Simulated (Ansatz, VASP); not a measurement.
**Re: VASP beside Ansatz**

File INCAR:

```
  PREC = Accurate
  ENCUT = 520
  EDIFF = 1E-6
  ISMEAR = -1
  SIGMA = 0.05
  LREAL = False
  LASPH = True
  NELM = 80
  ALGO = Normal
  ISIF = 2
  LWAVE = False
  LCHARG = False
  GGA = PE
  NBANDS = 14
```

File KPOINTS:

```
regular mesh
0
Gamma
  14 14 8
```

File POSCAR:

```
Re
1.0
    2.6549590938      0.0000000000      0.0000000000
   -1.3274795469      2.2992620212      0.0000000000
    0.0000000000      0.0000000000      4.1620000000
Re
2
Direct
    0.3333333333      0.6666666667      0.2500000000
    0.6666666667      0.3333333333      0.7500000000
```

Input for Ansatz:

```yaml
crystal:
  lattice:
    - [2.6549590938, 0.0, 0.0]
    - [-1.3274795469, 2.2992620212, 0.0]
    - [0.0, 0.0, 4.162]
  atoms:
    - { symbol: Re, position: [0.3333333333, 0.6666666667, 0.25] }
    - { symbol: Re, position: [0.6666666667, 0.3333333333, 0.75] }
kpoints:
  mp_grid: { grid: [14, 14, 8] }
  band_path:
    path:
      - [0.0, 0.0, 0.0]
      - [0.5, 0.0, 0.0]
      - [0.3333333333, 0.3333333333, 0.0]
      - [0.0, 0.0, 0.0]
      - [0.0, 0.0, 0.5]
      - [0.5, 0.0, 0.5]
      - [0.3333333333, 0.3333333333, 0.5]
      - [0.0, 0.0, 0.5]
      - [0.5, 0.0, 0.5]
    npoints: 5
scf:
  occupations: { method: fermi_dirac, width: 0.05 }
hamiltonian:
  xc: pbe
  pseudopotentials: { kind: all_electron, lapw: { basis_error: 0.00025 } }
output:
  forces: true
  stress: true
  eigenvalues: true
```

Change from the starting cell: equal xx and yy strain of +2 %.

Alike in both runs: task single point; functional PBE; k mesh 14 × 14 × 8; occupations fermi-dirac, width 0.05 eV; no spin polarisation.

|  | VASP | Ansatz |
| --- | --- | --- |
| version | VASP 6.6.1 | Ansatz 0.2.0 |
| potentials or method | VASP PAW PBE potentials, release 64 (Re), cutoff 520 eV | all-electron LAPW, scalar-relativistic |

|  | VASP | Ansatz | Ansatz less VASP |
| --- | --- | --- | --- |
| pressure (GPa) | 86.5 | 84.8 | -1.71 |
| traceless stress, the component that is largest in VASP (GPa) | 14.98 | 15.15 | +0.171 |

Both programs put the cell under a high pressure, so it lies far from rest at this level. Ansatz ran all-electron here, and VASP with PAW potentials.

Neither program's run includes spin-orbit coupling. Noted on VASP's run: the cell as given lies far from equilibrium.
